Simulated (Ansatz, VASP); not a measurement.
**Two plane-wave programs on Ca3S4**

INCAR

```
PREC = Accurate ; ENCUT = 600
EDIFF = 1E-6 ; ISMEAR = 0
SIGMA = 0.1 ; LREAL = False
LASPH = True ; NELM = 100
ALGO = Normal ; ISIF = 3
LWAVE = False ; LCHARG = False
GGA = PE ; IBRION = 2
NSW = 100 ; EDIFFG = -0.01
```

File KPOINTS:

```
Automatic mesh
0
Gamma
  6 6 6
```

File POSCAR:

```
Ca3S4
1.0
    6.3843392800      0.0000000000      0.0000000000
    0.0000000000      6.3843392800      0.0000000000
    0.0000000000      0.0000000000      6.3843392800
Ca S
3 4
Direct
    0.0000000000      0.0000000000      0.5000000000
    0.0000000000      0.5000000000      0.0000000000
    0.5000000000      0.0000000000      0.0000000000
    0.2500000000      0.2500000000      0.2500000000
    0.2500000000      0.7500000000      0.7500000000
    0.7500000000      0.2500000000      0.7500000000
    0.7500000000      0.7500000000      0.2500000000
```

Input for Ansatz:

```yaml
crystal:
  lattice:
    - [6.38433928, 0.0, 0.0]
    - [0.0, 6.38433928, 0.0]
    - [0.0, 0.0, 6.38433928]
  atoms:
    - { symbol: Ca, position: [0.0, 0.0, 0.5] }
    - { symbol: Ca, position: [0.0, 0.5, 0.0] }
    - { symbol: Ca, position: [0.5, 0.0, 0.0] }
    - { symbol: S, position: [0.25, 0.25, 0.25] }
    - { symbol: S, position: [0.25, 0.75, 0.75] }
    - { symbol: S, position: [0.75, 0.25, 0.75] }
    - { symbol: S, position: [0.75, 0.75, 0.25] }
basis:
  ecutwfc: 420
kpoints:
  mp_grid: { grid: [6, 6, 6] }
hamiltonian:
  xc: pbe
scf:
  occupations: { method: gaussian, width: 0.1 }
output:
  forces: true
  stress: true
  eigenvalues: true
relax:
  adjacent_minimum: "off"
  f_tol: 0.01
  max_steps: 80
  cell: { stress_tol: 0.05 }
```

Change from the starting cell: ordered vacancies on the cation sites of zinc blende (P-43m, No. 215).

Alike in both runs: task relaxation of cell and atoms; functional PBE; k mesh 6 × 6 × 6; occupations gaussian, width 0.1 eV; no spin polarisation.

```csv
,VASP,Ansatz
version,VASP 6.6.1,Ansatz 0.2.0
potentials or method,"VASP PAW PBE potentials, release 64 (Ca_sv, S), cutoff 600 eV","scalar-relativistic, plane waves, PAW"
valence electrons in the cell,54,54
```

```tsv
	VASP	Ansatz	Ansatz less VASP
gap on the k mesh at the Fermi level, each at its own relaxed structure (eV)	none	none	-
relaxed volume (Å³/atom)	39.44	39.50	+0.059
relaxed cell length with the largest relative difference (Å)	6.511	6.515	+0.0033
```

A gap of «none» marks a metal or a gap that the smearing closes.
